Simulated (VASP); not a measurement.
# C (Fd-3m) in VASP: notebook

Runs on C. Level: PBE. Tasks: single point, relaxation of cell and atoms.

Program: VASP 6.6.1. These are calculated values, not measurements. Logs are shortened: lines on timing, memory, paths and dates and some standing lists are left out, and cuts for length are marked.

## 1. The cell of the first run

Symmetry: Fd-3m, No. 227, cubic system. Conventional cell: a = 3.567 Å, b = 3.567 Å, c = 3.567 Å, α = 90.00°, β = 90.00°, γ = 90.00°. Within 2.1 Å of C (site symmetry -43m) lie 4 C at 1.54 Å.

## 2. Single point, PBE

Input file INCAR:

```
PREC     = Accurate       # precision mode
ENCUT    = 600            # plane-wave cutoff, eV
EDIFF    = 1E-6           # SCF threshold, eV
ISMEAR   = 0              # smearing method
SIGMA    = 0.1            # smearing width, eV
LREAL    = F              # projectors in reciprocal space
LASPH    = T              # aspherical terms in the spheres
NELM     = 120            # most SCF steps
ALGO     = Normal         # electronic algorithm
ISIF     = 2              # what is computed and relaxed
LWAVE    = F              # write WAVECAR
LCHARG   = F              # write CHGCAR
GGA      = PE             # functional
NBANDS   = 11             # bands
GGA_COMPAT= F
```

Input file KPOINTS:

```
regular mesh
0
Gamma
  8 8 8
```

Input file POSCAR:

```
C
1.0
    0.0000000000      1.7833700000      1.7833700000
    1.7833700000      0.0000000000      1.7833700000
    1.7833700000      1.7833700000      0.0000000000
C
2
Direct
    0.7500000000      0.7500000000      0.7500000000
    0.5000000000      0.5000000000      0.5000000000
```

Potentials or basis: VASP PAW PBE potentials, release 64 (C).

Command:

```sh
$ cat potpaw_PBE.64/C/POTCAR > POTCAR
$ mpirun -np 1 vasp_std > vasp.out
```

OUTCAR:

```text
PREC = Accurate
   ENCUT = 600
   EDIFF = 1E-6
   ISMEAR = 0
   LREAL = F
   LASPH = T
   NELM = 120
   ISIF = 2
   GGA = PE

 ion  position               nearest neighbor table
   1  0.750  0.750  0.750-   2 1.54   2 1.54   2 1.54   2 1.54
   2  0.500  0.500  0.500-   1 1.54   1 1.54   1 1.54   1 1.54

  LATTYP: Found a face centered cubic cell.
 ALAT       =     3.5667400000

  Lattice vectors:

 A1 = (   0.0000000000,   1.7833700000,   1.7833700000)
 A2 = (   1.7833700000,   0.0000000000,   1.7833700000)
 A3 = (   1.7833700000,   1.7833700000,   0.0000000000)

Analysis of symmetry for initial positions (statically):
=====================================================================
 Subroutine PRICEL returns:
 Original cell was already a primitive cell.

 Routine SETGRP: Setting up the symmetry group for a
 face centered cubic supercell.

 Subroutine GETGRP returns: Found 48 space group operations
 (whereof 24 operations were pure point group operations)
 out of a pool of 48 trial point group operations.

The static configuration has the point symmetry T_d .
 The point group associated with its full space group is O_h .

Analysis of symmetry for dynamics (positions and initial velocities):
=====================================================================
 Subroutine PRICEL returns:
 Original cell was already a primitive cell.

 Routine SETGRP: Setting up the symmetry group for a
 face centered cubic supercell.

 Subroutine GETGRP returns: Found 48 space group operations
 (whereof 24 operations were pure point group operations)
 out of a pool of 48 trial point group operations.

The dynamic configuration has the point symmetry T_d .
 The point group associated with its full space group is O_h .

 Subroutine INISYM returns: Found 48 space group operations
 (whereof 24 operations are pure point group operations),
 and found     1 'primitive' translations

----------------------------------------------------------------------------------------

                                     Primitive cell

  volume of cell :      11.3437

  direct lattice vectors                    reciprocal lattice vectors
     0.000000000  1.783370000  1.783370000    -0.280368067  0.280368067  0.280368067
     1.783370000  0.000000000  1.783370000     0.280368067 -0.280368067  0.280368067
     1.783370000  1.783370000  0.000000000     0.280368067  0.280368067 -0.280368067

  length of vectors
     2.522066041  2.522066041  2.522066041     0.485611737  0.485611737  0.485611737

  position of ions in fractional coordinates (direct lattice)
     0.750000000  0.750000000  0.750000000
     0.500000000  0.500000000  0.500000000
[... 82 lines left out ...]
   NFREE  =      0    steps in history (QN), initial steepest desc. (CG)
   ISIF   =      2    stress and relaxation
   ISYM   =      2    0-nonsym 1-usesym 2-fastsym
   POTIM  = 0.5000    time-step for ionic-motion
   TEBEG  =    0.0;   TEEND  =   0.0 temperature during run
   PSTRESS=    0.0 pullay stress
   NELECT =       8.0000    total number of electrons
   NUPDOWN=      -1.0000    fix difference up-down
   EMIN   =  10.00;   EMAX   =-10.00  energy-range for DOS
   EFERMI =   0.00;   METHOD = LEGACY
   ISMEAR =     0;   SIGMA  =   0.10  broadening in eV -4-tet -1-fermi 0-gaus
   EFERMI_NEDOS =   21; number of points for ismear=-14 and -15
   IALGO  =     38    algorithm
   IMIX   =      4    mixing-type and parameters
     AMIX     =   0.40;   BMIX     =  1.00
     AMIX_MAG =   1.60;   BMIX_MAG =  1.00
  volume/ion in A,a.u.               =       5.67        38.28
  Fermi-wavevector in a.u.,A,eV,Ry     =   1.457203  2.753714 28.891161  2.123440
  Thomas-Fermi vector in A             =   2.574032
   LORBIT       =      0    0 simple, 1 ext, 2 COOP (PROOUT), +10 PAW based schemes
   GGA     = PE    functional components
   LHFCALC =     F    Hartree Fock is set to
   AEXX    =    0.0000 exact exchange contribution
   IVDW    =     0    specifies the selected vdW correction
   LEPSILON=     F    determine dielectric tensor
   LRPA    =     F    only Hartree local field effects (RPA)
 non-spin polarized calculation
 Gauss-broadening in eV      SIGMA  =   0.10
  energy-cutoff  :      600.00
  volume of cell :       11.34
 maximum number of plane-waves:       391
   NGX =  9   NGY =  9   NGZ =  9

 number of electron       7.9999999 magnetization

 Free energy of the ion-electron system (eV)
  ---------------------------------------------------
  ext. energy  EPLUGINS =         0.00000000
  ---------------------------------------------------
  free energy    TOTEN  =       -18.18920954 eV

  energy without entropy =      -18.18920954  energy(sigma->0) =      -18.18920954

 E-fermi :  10.1552     XC(G=0): -13.2505

 val. band max:        9.7289171829   @ k =   0.0000   0.0000   0.0000
 cond. band min:      13.8616442448   @ k =   0.3750   0.3750   0.0000
 fundamental gap:      4.1327270619
 Fermi energy:        10.1552222817

 k-point     1 :       0.0000    0.0000    0.0000
  band No.  band energies     occupation
      1     -11.7477      2.00000
      2       9.7289      2.00000
      3       9.7289      2.00000
      4       9.7289      2.00000
      5      15.3191      0.00000
      6      15.3191      0.00000
      7      15.3191      0.00000
      8      23.0602      0.00000
      9      29.0238      0.00000
     10      36.2648      0.00000
     11      36.2648      0.00000
[... 309 lines left out ...]
 k-point    24 :      -0.3750    0.2500    0.1250
  band No.  band energies     occupation
      1      -4.9618      2.00000
      2      -2.6345      2.00000
      3       3.4160      2.00000
      4       5.0412      2.00000
      5      18.0284      0.00000
      6      19.1773      0.00000
      7      22.7803      0.00000
      8      24.5937      0.00000
      9      28.0533      0.00000
     10      33.6376      0.00000
     11      36.0620      0.00000

 [... further k-points ...]
[... 5 lines left out ...]
  --------------------------------------------------------------------------------------
  -------------------------------------------------------------------------------------
  Total        0.1263838      0.1263838      0.1263838     -0.0000000      0.0000000      0.0000000
  in kB       17.8503805     17.8503805     17.8503805     -0.0000000      0.0000000      0.0000000
  external PRESSURE =      17.8503805 kB  Pullay stress =       0.0000000 kB

 VOLUME and BASIS-vectors are now :
 -----------------------------------------------------------------------------
  energy-cutoff  :      600.00
  volume of cell :       11.34
      direct lattice vectors                 reciprocal lattice vectors
     0.000000000  1.783370000  1.783370000    -0.280368067  0.280368067  0.280368067
     1.783370000  0.000000000  1.783370000     0.280368067 -0.280368067  0.280368067
     1.783370000  1.783370000  0.000000000     0.280368067  0.280368067 -0.280368067

 POSITION                                       TOTAL-FORCE (eV/Angst)
 -----------------------------------------------------------------------------------
      2.67505      2.67505      2.67505         0.000000      0.000000      0.000000
      1.78337      1.78337      1.78337        -0.000000     -0.000000     -0.000000
 -----------------------------------------------------------------------------------
    total drift:                                0.000000     -0.000000      0.000000

  FREE ENERGIE OF THE ION-ELECTRON SYSTEM (eV)
  ---------------------------------------------------
  free  energy   TOTEN  =       -18.1892095404 eV

  energy  without entropy=      -18.1892095404  energy(sigma->0) =      -18.18920954
```

Run time: 3.4 s. Hardware: 1 thread of Intel Xeon 6975P-C, shared host; peak memory 0.12 GiB.

Results:

- Free energy: -18.1892 eV
- Pressure: 1.8 GPa
- Band gap on the k mesh: 4.13 eV, indirect (least direct gap 5.59 eV)

Levels at points of the mesh, in eV from the valence-band top:
```
           k point  band 2  band 3  band 4  band 5  band 6  band 7
(0.00, 0.00, 0.00)    0.00    0.00    0.00    5.59    5.59    5.59
(0.50, 0.00, 0.00)  -13.37   -2.80   -2.80    8.46    8.46    8.85
(0.50, 0.50, 0.00)  -12.76   -6.30   -6.30    4.76    4.76   16.80
```

A k mesh can miss the band edges.

## 3. Single point, PBE

This run uses another cell than the first one, of 5.70 Å³/atom, 1.004 times its volume.

Input file INCAR:

```
  ALGO = Normal
  EDIFF = 1E-6
  ENCUT = 600
  GGA = PE
  GGA_COMPAT = F
  ISIF = 2
  ISMEAR = 0
  LASPH = T
  LCHARG = T
  LELF = T
  LREAL = F
  LVHAR = T
  LWAVE = F
  NBANDS = 11
  NELM = 120
  PREC = Accurate
  SIGMA = 0.02
```

Input file KPOINTS:

```
k-points
0
Gamma
  12 12 12
```

Input file POSCAR:

```
C
1.0
    0.0000000000      1.7857952411      1.7857952411
    1.7857952411      0.0000000000      1.7857952411
    1.7857952411      1.7857952411      0.0000000000
C
2
Direct
    0.7500000000      0.7500000000      0.7500000000
    0.5000000000      0.5000000000      0.5000000000
```

Potentials or basis: VASP PAW PBE potentials, release 64 (C).

Command:

```sh
$ cat potpaw_PBE.64/C/POTCAR > POTCAR
$ mpirun -np 1 vasp_std > vasp.out
```

Wall time 6.9 s (1 thread of Intel Xeon 6975P-C, shared host); peak memory 0.12 GiB.

The run converged. Its results:

* Free energy: -18.1905 eV
* Pressure: 0.0 GPa
* Band gap on the k mesh: 4.14 eV, indirect (least direct gap 5.58 eV)

Levels at points of the mesh, in eV from the valence-band top:
```csv
k point,band 1,band 2,band 3,band 4,band 5,band 6,band 7,band 8
"(0.00, 0.00, 0.00)",-21.42,0.00,0.00,0.00,5.58,5.58,5.58,13.24
"(0.50, 0.00, 0.00)",-15.67,-13.33,-2.79,-2.79,8.44,8.44,8.79,15.66
"(0.50, 0.50, 0.00)",-12.74,-12.74,-6.27,-6.27,4.75,4.75,16.74,16.74
```

## 4. Relaxation of cell and atoms, PBE

Input file INCAR:

```
SYSTEM = C
  ALGO = Normal
  EDIFF = 1E-7
  EDIFFG = -0.002
  ENCUT = 600
  GGA = PE
  GGA_COMPAT = .False.
  IBRION = 2
  ISIF = 3
  ISMEAR = 0
  LASPH = .True.
  LCHARG = .False.
  LREAL = .False.
  LWAVE = .False.
  NELM = 120
  NELMIN = 4
  NSW = 100
  PREC = Accurate
  SIGMA = 0.02
```

Input file KPOINTS:

```
k-points
0
Gamma
  12 12 12
  0 0 0
```

Input file POSCAR:

```
C
1.0
    0.0000000000      1.7833700000      1.7833700000
    1.7833700000      0.0000000000      1.7833700000
    1.7833700000      1.7833700000      0.0000000000
C
2
Direct
    0.7500000000      0.7500000000      0.7500000000
    0.5000000000      0.5000000000      0.5000000000
```

Potentials or basis: VASP PAW PBE potentials, release 64 (C).

Command:

```sh
$ cat potpaw_PBE.64/C/POTCAR > POTCAR
$ mpirun -np 1 vasp_std > vasp.out
```

OUTCAR:

```text
SYSTEM = C
   EDIFF = 1E-7
   EDIFFG = -0.002
   ENCUT = 600
   GGA = PE
   IBRION = 2
   ISIF = 3
   ISMEAR = 0
   LASPH = .True.
   LREAL = .False.
   NELM = 120
   NELMIN = 4
   NSW = 100
   PREC = Accurate

 ion  position               nearest neighbor table
   1  0.750  0.750  0.750-   2 1.54   2 1.54   2 1.54   2 1.54
   2  0.500  0.500  0.500-   1 1.54   1 1.54   1 1.54   1 1.54

  LATTYP: Found a face centered cubic cell.
 ALAT       =     3.5667400000

  Lattice vectors:

 A1 = (   0.0000000000,   1.7833700000,   1.7833700000)
 A2 = (   1.7833700000,   0.0000000000,   1.7833700000)
 A3 = (   1.7833700000,   1.7833700000,   0.0000000000)

Analysis of symmetry for initial positions (statically):
[... 253 lines left out ...]
  ---------------------------------------------------
  free energy    TOTEN  =       -18.19034445 eV

  energy without entropy =      -18.19034445  energy(sigma->0) =      -18.19034445

 E-fermi :   9.8530     XC(G=0): -13.2303

 val. band max:        9.6698146577   @ k =   0.0000   0.0000   0.0000
 cond. band min:      13.8141361424   @ k =   0.3333   0.3333   0.0000
 fundamental gap:      4.1443214847
 Fermi energy:         9.8529857557

 k-point     1 :       0.0000    0.0000    0.0000
  band No.  band energies     occupation
      1     -11.7521      2.00000
      2       9.6698      2.00000
      3       9.6698      2.00000
      4       9.6698      2.00000
      5      15.2488      0.00000
      6      15.2488      0.00000
      7      15.2488      0.00000
      8      22.9082      0.00000
[... 243 lines left out ...]
 k-point    24 :      -0.4167    0.1667    0.0000
  band No.  band energies     occupation
      1      -5.5928      2.00000
      2      -2.8186      2.00000
      3       4.2128      2.00000
      4       6.0962      2.00000
      5      17.1888      0.00000
      6      19.8735      0.00000
      7      20.8219      0.00000
      8      25.0592      0.00000

 [... further k-points ...]
[... 5 lines left out ...]
  --------------------------------------------------------------------------------------
  -------------------------------------------------------------------------------------
  Total        0.0008578      0.0008578      0.0008578      0.0000000      0.0000000      0.0000000
  in kB        0.1206604      0.1206604      0.1206604      0.0000000      0.0000000      0.0000000
  external PRESSURE =       0.1206604 kB  Pullay stress =       0.0000000 kB
[... 17 lines left out ...]
  FREE ENERGIE OF THE ION-ELECTRON SYSTEM (eV)
  ---------------------------------------------------
  free  energy   TOTEN  =       -18.1903444477 eV

  energy  without entropy=      -18.1903444477  energy(sigma->0) =      -18.19034445

 reached required accuracy - stopping structural energy minimisation
```

OSZICAR:

```text
N       E                     dE             d eps       ncg     rms          rms(c)
DAV:   1     0.196727796746E+01    0.19673E+01   -0.55063E+03  1240   0.108E+03
DAV:   2    -0.187014165585E+02   -0.20669E+02   -0.19319E+02  1880   0.122E+02
[... 18 lines left out ...]
   2 F= -.18189956E+02 E0= -.18189956E+02  d E =0.133571E-03
       N       E                     dE             d eps       ncg     rms          rms(c)
DAV:   1    -0.181904579690E+02   -0.50155E-03   -0.78637E-03  1360   0.924E-01    0.800E-02
DAV:   2    -0.181903760869E+02    0.81882E-04   -0.66928E-05  1248   0.809E-02    0.416E-02
DAV:   3    -0.181903444026E+02    0.31684E-04   -0.67664E-05  1264   0.655E-02    0.653E-03
DAV:   4    -0.181903444477E+02   -0.45093E-07   -0.13069E-07  1136   0.509E-03
   3 F= -.18190344E+02 E0= -.18190344E+02  d E =-.254478E-03
```

CONTCAR:

```text
C
   1.00000000000000
    -0.0000000000000000    1.7857863382238763    1.7857863382238763
     1.7857863382238763   -0.0000000000000000    1.7857863382238763
     1.7857863382238763    1.7857863382238763   -0.0000000000000000
  C
     2
Direct
     0.7500000000000000    0.7500000000000000    0.7500000000000000
     0.5000000000000000    0.5000000000000000    0.5000000000000000

  0.00000000E+00  0.00000000E+00  0.00000000E+00
  0.00000000E+00  0.00000000E+00  0.00000000E+00
```

It took 9.8 s on 1 thread of Intel Xeon 6975P-C, shared host; peak memory 0.12 GiB.

Results:

```
Free energy                            : -18.1903 eV
Relaxed volume                         : 5.69 Å³/atom
Relaxed cell                           : a = 2.525 Å, b = 2.525 Å, c = 2.525 Å, α = 60.00°, β = 60.00°, γ = 60.00°
Space group after relaxing (to 0.05 Å) : Fd-3m (No. 227)
Energy gained by relaxing              : 0.1 meV/atom
Ionic steps                            : 3
Pressure after relaxing                : 0.0 GPa
Band gap on the k mesh                 : 4.14 eV, indirect (least direct gap 5.58 eV)
```

The path:
```tsv
step	energy change (eV)	largest force (eV/Å)	pressure (GPa)	volume (Å³)
1	0.0000	0.0000	1.78	11.34
2	0.0001	0.0000	-2.15	11.45
3	-0.0003	0.0000	0.01	11.39
```

Final structure:
```
CELL_PARAMETERS angstrom
0.00000 1.78579 1.78579
1.78579 0.00000 1.78579
1.78579 1.78579 0.00000
ATOMIC_POSITIONS crystal
C 0.75000 0.75000 0.75000
C 0.50000 0.50000 0.50000
```

A k mesh can miss the band edges. Zero-point motion and thermal expansion aren't in these numbers.

## 5. The runs side by side

```csv
task,cell,k mesh,smearing,gap on the mesh (eV),pressure (GPa)
single point,"a = 2.522 Å, angles 60.0°, 2 atoms",8 × 8 × 8,gaussian 0.1 eV,4.13,1.8
single point,"a = 2.525 Å, angles 60.0°, 2 atoms",12 × 12 × 12,gaussian 0.02 eV,4.14,0.0
relaxation of cell and atoms,"relaxed from a = 2.522 Å, angles 60.0°, 2 atoms",12 × 12 × 12,gaussian 0.02 eV,4.14,0.0
```

Alike in all rows: level PBE; potentials or basis VASP PAW PBE potentials, release 64 (C); no spin polarisation; cutoff (eV) 600.

Total energies depend on the potentials used, so only differences within one code and one set of settings carry meaning.
